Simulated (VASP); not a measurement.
Input of a VASP 6.6.1 run:

Contents of INCAR:

```
SYSTEM = Re
PREC     = Accurate       ! precision mode
ENCUT    = 520            ! plane-wave cutoff, eV
EDIFF    = 1E-7           ! SCF threshold, eV
ISMEAR   = -1             ! smearing method
SIGMA    = 0.1            ! smearing width, eV
LREAL    = .False.        ! projectors in reciprocal space
LASPH    = .True.         ! aspherical terms in the spheres
NELM     = 60             ! most SCF steps
ALGO     = Normal         ! electronic algorithm
ISIF     = 2              ! what is computed and relaxed
LWAVE    = .False.        ! write WAVECAR
LCHARG   = .False.        ! write CHGCAR
GGA      = PE             ! functional
NBANDS   = 22             ! bands
```

The input KPOINTS:

```
Automatic mesh
0
Gamma
  13 13 4
  0 0 0
```

Contents of POSCAR:

```
Re
1.0
    2.7771476622      0.0000000000      0.0000000000
   -1.3885738311      2.4050804255      0.0000000000
    0.0000000000      0.0000000000      8.9522586301
Re
4
Direct
    0.0000000000      0.0000000000      1.0000000000
    0.0000000000      1.0000000000      0.5000000000
    0.3333333333      0.6666666667      0.2500000000
    0.6666666667      0.3333333333      0.7500000000
```

Potentials or basis: VASP PAW PBE potentials, release 64 (Re).

The run is started by

```sh
$ cat potpaw_PBE.64/Re/POTCAR > POTCAR
$ mpirun -np 1 vasp_std > vasp.out
```

Task: Estimate the pressure.

Result: -0.5 GPa.

Task: Estimate the band gap on the k mesh.

Result: Zero (bands 14 and 15 overlap by 2.47 eV).

Stress tensor (GPa, compression positive):
```
-0.46  0.00  0.00
 0.00 -0.46  0.00
 0.00  0.00 -0.62
```

Caveat: spin-orbit coupling is left out, which moves the levels of the heavy elements.
